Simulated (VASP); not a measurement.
# FeO (Wuestite) (Fm-3m) in VASP: further runs

The runs below take FeO (Wuestite) through single point, with PBEsol.

Program: VASP 6.6.1. These are calculated values, not measurements. Logs are shortened: lines on timing, memory, paths and dates and some standing lists are left out, and cuts for length are marked.

**Experimental background.**

“W\"ustite: Electric, thermodynamic and optical properties of FeO”, 2012, arxiv:1203.1201 quotes, for a bulk crystal of FeO: band gap 2.4 eV (optical).

How close the calculation comes is told below.

## (1) The cell of the first run

It takes space group Fm-3m (No. 225, cubic). The conventional cell has a = 4.065 Å, b = 4.065 Å, c = 4.065 Å, α = 90.00°, β = 90.00°, γ = 90.00°. Within 2.7 Å of Fe (site symmetry m-3m) lie 6 O at 2.03 Å. Within 2.7 Å of O (site symmetry m-3m) lie 6 Fe at 2.03 Å.

## (2) Single point, PBEsol, collinear spin, ferromagnetic start

File INCAR:

```
SYSTEM = FeO
  PREC = Accurate
  ENCUT = 520
  EDIFF = 1E-7
  ISMEAR = -1
  SIGMA = 0.05
  LREAL = .False.
  LASPH = .True.
  NELM = 150
  ALGO = Normal
  ISIF = 2
  LWAVE = .False.
  LCHARG = .True.
  ISPIN = 2
  MAGMOM = 3 0
  LORBIT = 11
  LMAXMIX = 4
  GGA = PS
  LELF = .True.
  LVHAR = .True.
  NBANDS = 18
```

File KPOINTS:

```
regular mesh
0
Gamma
  11 11 11
  0 0 0
```

File POSCAR:

```
FeO
1.0
    0.0000000000      2.0323964974      2.0323964974
    2.0323964974      0.0000000000      2.0323964974
    2.0323964974      2.0323964974      0.0000000000
Fe O
1 1
Direct
    0.0000000000      0.0000000000      0.0000000000
    0.5000000000      0.5000000000      0.5000000000
```

Potentials or basis: VASP PAW PBE potentials, release 64 (Fe, O).

Started as:

```sh
$ cat potpaw_PBE.64/Fe/POTCAR potpaw_PBE.64/O/POTCAR > POTCAR
$ mpirun -np 1 vasp_std > vasp.out
```

OUTCAR:

```text
SYSTEM = FeO
   PREC = Accurate
   ENCUT = 520
   EDIFF = 1E-7
   ISMEAR = -1
   LREAL = .False.
   LASPH = .True.
   NELM = 150
   ISIF = 2
   ISPIN = 2
   LORBIT = 11
   GGA = PS

 ion  position               nearest neighbor table
   1  0.000  0.000  0.000-   2 2.03   2 2.03   2 2.03   2 2.03   2 2.03   2 2.03
   2  0.500  0.500  0.500-   1 2.03   1 2.03   1 2.03   1 2.03   1 2.03   1 2.03

  LATTYP: Found a face centered cubic cell.
 ALAT       =     4.0647929948

  Lattice vectors:

 A1 = (   0.0000000000,   2.0323964974,   2.0323964974)
 A2 = (   2.0323964974,   0.0000000000,   2.0323964974)
 A3 = (   2.0323964974,   2.0323964974,   0.0000000000)

Analysis of symmetry for initial positions (statically):
=====================================================================
 Subroutine PRICEL returns:
 Original cell was already a primitive cell.

 Routine SETGRP: Setting up the symmetry group for a
 face centered cubic supercell.

 Subroutine GETGRP returns: Found 48 space group operations
 (whereof 48 operations were pure point group operations)
 out of a pool of 48 trial point group operations.

The static configuration has the point symmetry O_h .

Analysis of symmetry for dynamics (positions and initial velocities):
=====================================================================
 Subroutine PRICEL returns:
 Original cell was already a primitive cell.

 Routine SETGRP: Setting up the symmetry group for a
 face centered cubic supercell.

 Subroutine GETGRP returns: Found 48 space group operations
 (whereof 48 operations were pure point group operations)
 out of a pool of 48 trial point group operations.

The dynamic configuration has the point symmetry O_h .

Analysis of structural, dynamic, and magnetic symmetry:
=====================================================================
 Subroutine PRICEL returns:
 Original cell was already a primitive cell.

 Routine SETGRP: Setting up the symmetry group for a
 face centered cubic supercell.

 Subroutine GETGRP returns: Found 48 space group operations
 (whereof 48 operations were pure point group operations)
 out of a pool of 48 trial point group operations.

The overall configuration has the point symmetry O_h .

 Subroutine INISYM returns: Found 48 space group operations
 (whereof 48 operations are pure point group operations),
 and found     1 'primitive' translations

[... 110 lines left out ...]
   EFERMI_NEDOS =   21; number of points for ismear=-14 and -15
   IALGO  =     38    algorithm
   IMIX   =      4    mixing-type and parameters
     AMIX     =   0.40;   BMIX     =  1.00
     AMIX_MAG =   1.60;   BMIX_MAG =  1.00
  volume/ion in A,a.u.               =       8.40        56.65
  Fermi-wavevector in a.u.,A,eV,Ry     =   1.540869  2.911820 32.304007  2.374278
  Thomas-Fermi vector in A             =   2.646895
   LORBIT       =     11    0 simple, 1 ext, 2 COOP (PROOUT), +10 PAW based schemes
   GGA     = PS    functional components
   LHFCALC =     F    Hartree Fock is set to
   AEXX    =    0.0000 exact exchange contribution
   IVDW    =     0    specifies the selected vdW correction
   LEPSILON=     F    determine dielectric tensor
   LRPA    =     F    only Hartree local field effects (RPA)
 spin polarized calculation
  energy-cutoff  :      520.00
  volume of cell :       16.79
 maximum number of plane-waves:       463
 NGX is ok and might be reduce to    24
   NGX = 11   NGY = 11   NGZ = 11

 number of electron      13.9999993 magnetization       3.6500936

 Free energy of the ion-electron system (eV)
  ---------------------------------------------------
  ext. energy  EPLUGINS =         0.00000000
  ---------------------------------------------------
  free energy    TOTEN  =       -15.64091576 eV

  energy without entropy =      -15.62502351  energy(sigma->0) =      -15.63296963

 E-fermi :   8.1414     XC(G=0): -13.4296

 val. band max:        8.1287526688   @ k =   0.4545   0.1818   0.0909
 cond. band min:       8.1566268597   @ k =  -0.2727   0.4545   0.1818
 fundamental gap:      0.0278741909
 Fermi energy:         8.1414090404

 spin component 1

 k-point     1 :       0.0000    0.0000    0.0000
  band No.  band energies     occupation
      1     -14.2035      1.00000
      2       3.5601      1.00000
      3       3.5601      1.00000
      4       3.5601      1.00000
      5       4.1633      1.00000
      6       4.1633      1.00000
[... 493 lines left out ...]
     17      37.6894      0.00000
     18      39.3099      0.00000

 [... further k-points ...]

 spin component 2

 k-point     1 :       0.0000    0.0000    0.0000
  band No.  band energies     occupation
      1     -13.6910      1.00000
      2       4.1048      1.00000
      3       4.1048      1.00000
      4       4.1048      1.00000
      5       6.9908      1.00000
      6       6.9910      1.00000
[... 493 lines left out ...]
     17      38.4976      0.00000
     18      40.1801      0.00000

 [... further k-points ...]
[... 5 lines left out ...]
  --------------------------------------------------------------------------------------
  -------------------------------------------------------------------------------------
  Total        3.2445627      3.2445627      3.2445627     -0.0000000      0.0000000      0.0000000
  in kB      309.6074802    309.6074802    309.6074802     -0.0000000      0.0000000      0.0000000
  external PRESSURE =     309.6074802 kB  Pullay stress =       0.0000000 kB

 VOLUME and BASIS-vectors are now :
 -----------------------------------------------------------------------------
  energy-cutoff  :      520.00
  volume of cell :       16.79
      direct lattice vectors                 reciprocal lattice vectors
     0.000000000  2.032396497  2.032396497    -0.246014988  0.246014988  0.246014988
     2.032396497  0.000000000  2.032396497     0.246014988 -0.246014988  0.246014988
     2.032396497  2.032396497  0.000000000     0.246014988  0.246014988 -0.246014988

 POSITION                                       TOTAL-FORCE (eV/Angst)
 -----------------------------------------------------------------------------------
      0.00000      0.00000      0.00000         0.000000      0.000000     -0.000000
      2.03240      2.03240      2.03240         0.000000      0.000000      0.000000
 -----------------------------------------------------------------------------------
    total drift:                                0.000000     -0.000000     -0.000000

  FREE ENERGIE OF THE ION-ELECTRON SYSTEM (eV)
  ---------------------------------------------------
  free  energy   TOTEN  =       -15.6409157565 eV

  energy  without entropy=      -15.6250235083  energy(sigma->0) =      -15.63296963

 total charge

# of ion       s       p       d       tot
------------------------------------------
    1        0.348   0.501   6.277   7.127
    2        1.557   3.498   0.000   5.055
--------------------------------------------------
tot          1.905   4.000   6.277  12.182

 magnetization (x)

# of ion       s       p       d       tot
------------------------------------------
    1        0.027   0.025   3.270   3.322
    2        0.036   0.227   0.000   0.263
--------------------------------------------------
tot          0.063   0.252   3.270   3.584
```

Wall time 2.3 min (1 thread of AMD EPYC 7R13, shared host); peak memory 0.13 GiB.

What came out:

| Property | Result |
| --- | --- |
| Free energy | -15.6409 eV |
| Pressure | 31.0 GPa |
| Net moment | 3.65 μB per cell |
| Site moments | Fe +3.32; O +0.26 μB |
| Valence electrons inside the program's atomic spheres | Fe 7.13; O 5.05 |

Caveat: the PAW data sets were made with another functional, which shifts forces and pressure a little; a cell with one magnetic atom can't hold antiferromagnetic order, which such compounds often take; semilocal functionals often make such compounds metallic where correlation or magnetic order opens a gap, which also shifts bond lengths. With open d or f shells a metallic result of PBEsol can be an artefact of self-interaction; +U or a hybrid may open a gap.

## (3) Single point, PBEsol, collinear spin, ferromagnetic start

This run uses another cell than the first one, of 8.75 Å³/atom, 1.042 times its volume.

File INCAR:

```
SYSTEM = FeO
ALGO = Normal
EDIFF = 1E-6
ENCUT = 520
GGA = PS
ISIF = 2
ISMEAR = -1
ISPIN = 2
LASPH = .TRUE.
LCHARG = .FALSE.
LMAXMIX = 4
LORBIT = 11
LREAL = .FALSE.
LWAVE = .FALSE.
MAGMOM = 3 0
NBANDS = 18
NELM = 150
PREC = Accurate
SIGMA = 0.05
```

File KPOINTS:

```
k-points
0
G
  11 11 11
  0 0 0
```

File POSCAR:

```
FeO
1.0
    0.0000000000      2.0603344411      2.0603344411
    2.0603344411      0.0000000000      2.0603344411
    2.0603344411      2.0603344411      0.0000000000
Fe O
1 1
Direct
    0.0000000000      0.0000000000      0.0000000000
    0.5000000000      0.5000000000      0.5000000000
```

Potentials or basis: VASP PAW PBE potentials, release 64 (Fe, O).

Started as:

```sh
$ cat potpaw_PBE.64/Fe/POTCAR potpaw_PBE.64/O/POTCAR > POTCAR
$ mpirun -np 1 vasp_std > vasp.out
```

It took 2 min on 1 thread of AMD EPYC 7R13, shared host; peak memory 0.13 GiB.

Results (log left out):

| Quantity | Value |
| --- | --- |
| Free energy | -15.7563 eV |
| Pressure | 20.9 GPa |
| Net moment | 3.83 μB per cell |
| Site moments | Fe +3.47; O +0.29 μB |
| Valence electrons inside the program's atomic spheres | Fe 7.02; O 5.04 |

Levels at points of the mesh, in eV from the Fermi level:
Spin up:
| k point | band 7 | band 8 | band 9 | band 10 | band 11 | band 12 |
| --- | --- | --- | --- | --- | --- | --- |
| (0.00, 0.00, 0.00) | -3.98 | -3.64 | -3.64 | 0.85 | 15.71 | 18.08 |
Spin down:
```
           k point  band 2  band 3  band 4  band 5  band 6  band 7  band 8  band 9
(0.00, 0.00, 0.00)   -3.78   -3.78   -3.78   -1.00   -1.00   -1.00   -0.01   -0.01
```

Caveat: the PAW data sets were made with another functional, which shifts forces and pressure a little; a cell with one magnetic atom can't hold antiferromagnetic order, which such compounds often take; semilocal functionals often make such compounds metallic where correlation or magnetic order opens a gap, which also shifts bond lengths. With open d or f shells a metallic result of PBEsol can be an artefact of self-interaction; +U or a hybrid may open a gap.

## (4) Single point, PBEsol, collinear spin, ferromagnetic start

This run uses another cell than the first one, of 9.15 Å³/atom, 1.090 times its volume.

File INCAR:

```
SYSTEM = FeO
ALGO     = Normal         ! electronic algorithm
EDIFF    = 1E-7           ! SCF threshold, eV
ENCUT    = 520            ! plane-wave cutoff, eV
GGA      = PS             ! functional
ISIF     = 2              ! what is computed and relaxed
ISMEAR   = -1             ! smearing method
ISPIN    = 2              ! spin polarisation
LASPH    = .True.         ! aspherical terms in the spheres
LCHARG   = .False.        ! write CHGCAR
LMAXMIX  = 4              ! l up to which the mixer works
LORBIT   = 11             ! projections on sites
LREAL    = .False.        ! projectors in reciprocal space
LWAVE    = .False.        ! write WAVECAR
MAGMOM   = 3 0            ! initial moments
NBANDS   = 18             ! bands
NELM     = 150            ! most SCF steps
PREC     = Accurate       ! precision mode
SIGMA    = 0.05           ! smearing width, eV
```

File KPOINTS:

```
k-points
0
Gamma
  11 11 11
  0 0 0
```

File POSCAR:

```
FeO
1.0
    0.0000000000      2.0913297384      2.0913297384
    2.0913297384      0.0000000000      2.0913297384
    2.0913297384      2.0913297384      0.0000000000
Fe O
1 1
Direct
    0.0000000000      0.0000000000      0.0000000000
    0.5000000000      0.5000000000      0.5000000000
```

Started as:

```sh
$ cat potpaw_PBE.64/Fe/POTCAR potpaw_PBE.64/O/POTCAR > POTCAR
$ mpirun -np 1 vasp_std > vasp.out
```

Wall time 2.5 min (1 thread of AMD EPYC 7R13, shared host); peak memory 0.14 GiB.

The run converged. Its results:

```yaml
Free_energy: -15.8359 eV
Pressure: 10.6 GPa
Band_gap_on_the_k_mesh: zero (filled and empty bands overlap)
Net_moment: 3.97 μB per cell
Site_moments: Fe +3.58; O +0.32 μB
Valence_electrons_inside_the_program's_atomic_spheres: Fe 6.91; O 5.02
```

Levels at points of the mesh, in eV from the Fermi level:
Spin up:
| k point | band 7 | band 8 | band 9 | band 10 | band 11 | band 12 |
| --- | --- | --- | --- | --- | --- | --- |
| (0.00, 0.00, 0.00) | -3.97 | -3.67 | -3.67 | 0.55 | 15.56 | 17.66 |
Spin down:
```csv
k point,band 2,band 3,band 4,band 5,band 6,band 7,band 8,band 9
"(0.00, 0.00, 0.00)",-3.53,-3.53,-3.53,-0.88,-0.88,-0.88,0.07,0.07
```

Caveat: the PAW data sets were made with another functional, which shifts forces and pressure a little; a cell with one magnetic atom can't hold antiferromagnetic order, which such compounds often take; semilocal functionals often make such compounds metallic where correlation or magnetic order opens a gap, which also shifts bond lengths.

## (5) Single point, PBEsol, collinear spin, ferromagnetic start

This run uses another cell than the first one, of 9.35 Å³/atom, 1.114 times its volume.

File INCAR:

```
SYSTEM = FeO
ALGO = Normal
EDIFF = 1E-6
ENCUT = 520
GGA = PS
ISIF = 2
ISMEAR = -1
ISPIN = 2
LASPH = .TRUE.
LCHARG = .TRUE.
LELF = .TRUE.
LMAXMIX = 4
LORBIT = 11
LREAL = .FALSE.
LVHAR = .TRUE.
LWAVE = .FALSE.
MAGMOM = 3 0
NBANDS = 18
NELM = 150
PREC = Accurate
SIGMA = 0.05
```

File KPOINTS:

```
k-points
0
G
  11 11 11
  0 0 0
```

File POSCAR:

```
FeO
1.0
    0.0000000000      2.1066290804      2.1066290804
    2.1066290804      0.0000000000      2.1066290804
    2.1066290804      2.1066290804      0.0000000000
Fe O
1 1
Direct
    0.0000000000      0.0000000000      0.0000000000
    0.5000000000      0.5000000000      0.5000000000
```

Started as:

```sh
$ cat potpaw_PBE.64/Fe/POTCAR potpaw_PBE.64/O/POTCAR > POTCAR
$ mpirun -np 1 vasp_std > vasp.out
```

Run time: 2 min. Hardware: 1 thread of AMD EPYC 7R13, shared host; peak memory 0.14 GiB.

Results (log left out):

```
Free energy                                           : -15.8569 eV
Pressure                                              : 5.6 GPa
Band gap on the k mesh                                : zero (filled and empty bands overlap)
Net moment                                            : 3.99 μB per cell
Site moments                                          : Fe +3.60; O +0.32 μB
Valence electrons inside the program's atomic spheres : Fe 6.87; O 5.00
```

Levels at points of the mesh, in eV from the Fermi level:
Spin up:
| k point | band 5 | band 6 | band 7 | band 8 | band 9 | band 10 | band 11 | band 12 | band 13 | band 14 |
| --- | --- | --- | --- | --- | --- | --- | --- | --- | --- | --- |
| (0.00, 0.00, 0.00) | -3.95 | -3.95 | -3.95 | -3.67 | -3.67 | 0.40 | 15.48 | 17.46 | 17.46 | 17.46 |
Spin down:
```tsv
k point	band 1	band 2	band 3	band 4	band 5	band 6	band 7	band 8	band 9	band 10
(0.00, 0.00, 0.00)	-20.69	-3.45	-3.45	-3.45	-0.84	-0.84	-0.84	0.09	0.09	1.23
```

Caveat: the PAW data sets were made with another functional, which shifts forces and pressure a little; a cell with one magnetic atom can't hold antiferromagnetic order, which such compounds often take; semilocal functionals often make such compounds metallic where correlation or magnetic order opens a gap, which also shifts bond lengths. With open d or f shells a metallic result of PBEsol can be an artefact of self-interaction; +U or a hybrid may open a gap.

## (6) Single point, PBEsol, collinear spin, ferromagnetic start

This run uses another cell than the first one, of 9.57 Å³/atom, 1.140 times its volume.

File INCAR:

```
SYSTEM = FeO
PREC = Accurate
ENCUT = 520
EDIFF = 1E-7
ISMEAR = -1
SIGMA = 0.05
LREAL = .False.
LASPH = .True.
NELM = 150
ALGO = Normal
ISIF = 2
LWAVE = .False.
LCHARG = .True.
ISPIN = 2
MAGMOM = 3 0
LORBIT = 11
LMAXMIX = 4
GGA = PS
LELF = .True.
LVHAR = .True.
NBANDS = 18
```

File KPOINTS:

```
regular mesh
0
Gamma
  11 11 11
  0 0 0
```

File POSCAR:

```
FeO
1.0
    0.0000000000      2.1228367338      2.1228367338
    2.1228367338      0.0000000000      2.1228367338
    2.1228367338      2.1228367338      0.0000000000
Fe O
1 1
Direct
    0.0000000000      0.0000000000      0.0000000000
    0.5000000000      0.5000000000      0.5000000000
```

Potentials or basis: VASP PAW PBE potentials, release 64 (Fe, O).

Started as:

```sh
$ cat potpaw_PBE.64/Fe/POTCAR potpaw_PBE.64/O/POTCAR > POTCAR
$ mpirun -np 1 vasp_std > vasp.out
```

It took 2.3 min on 1 thread of AMD EPYC 7R13, shared host; peak memory 0.14 GiB.

Results (log left out):

```
Free energy                                           : -15.8657 eV
Pressure                                              : 0.5 GPa
Band gap on the k mesh                                : zero (filled and empty bands overlap)
Net moment                                            : 4.00 μB per cell
Site moments                                          : Fe +3.60; O +0.31 μB
Valence electrons inside the program's atomic spheres : Fe 6.82; O 4.99
```

Levels at points of the mesh, in eV from the Fermi level:
Spin up:
| k point | band 7 | band 8 | band 9 | band 10 | band 11 | band 12 |
| --- | --- | --- | --- | --- | --- | --- |
| (0.00, 0.00, 0.00) | -3.93 | -3.67 | -3.67 | 0.26 | 15.40 | 17.26 |
Spin down:
| k point | band 2 | band 3 | band 4 | band 5 | band 6 | band 7 | band 8 | band 9 |
| --- | --- | --- | --- | --- | --- | --- | --- | --- |
| (0.00, 0.00, 0.00) | -3.38 | -3.38 | -3.38 | -0.81 | -0.81 | -0.81 | 0.10 | 0.10 |

Caveat: the PAW data sets were made with another functional, which shifts forces and pressure a little; a cell with one magnetic atom can't hold antiferromagnetic order, which such compounds often take; semilocal functionals often make such compounds metallic where correlation or magnetic order opens a gap, which also shifts bond lengths.

## (7) The runs side by side

| cell | gap on the mesh (eV) | pressure (GPa) | moment (μB) |
| --- | --- | --- | --- |
| a = 2.874 Å, angles 60.0°, 2 atoms | none | 31.0 | 3.65 |
| a = 2.914 Å, angles 60.0°, 2 atoms | none | 20.9 | 3.83 |
| a = 2.958 Å, angles 60.0°, 2 atoms | none | 10.6 | 3.97 |
| a = 2.979 Å, angles 60.0°, 2 atoms | none | 5.6 | 3.99 |
| a = 3.002 Å, angles 60.0°, 2 atoms | none | 0.5 | 4.00 |

Alike in all rows: task single point; level PBEsol; potentials or basis VASP PAW PBE potentials, release 64 (Fe, O); spin collinear, ferromagnetic start; k mesh 11 × 11 × 11; cutoff (eV) 520; smearing fermi-dirac 0.05 eV.

Caveats: the PAW data sets were made with another functional, which shifts forces and pressure a little; a cell with one magnetic atom can't hold antiferromagnetic order, which such compounds often take; semilocal functionals often make such compounds metallic where correlation or magnetic order opens a gap, which also shifts bond lengths.

Total energies depend on the potentials used, so only differences within one code and one set of settings carry meaning.

## (8) Comparison with measurements

Step 6. Against the measured gap of FeO, 2.4 eV (optical; quoted in “W\"ustite: Electric, thermodynamic and optical properties of FeO”, 2012, arxiv:1203.1201), the calculated 0.00 eV is off by -2.40 eV. So large a miss can be the level of theory's own, or it may mean another phase, state or a wrong row. The value is that of PBEsol on a finite k mesh, which can miss the band edges, without temperature or zero-point motion. Semilocal functionals fall short of measured gaps as a rule. The run's magnetic order (collinear spin, ferromagnetic start) needn't be the measured crystal's.
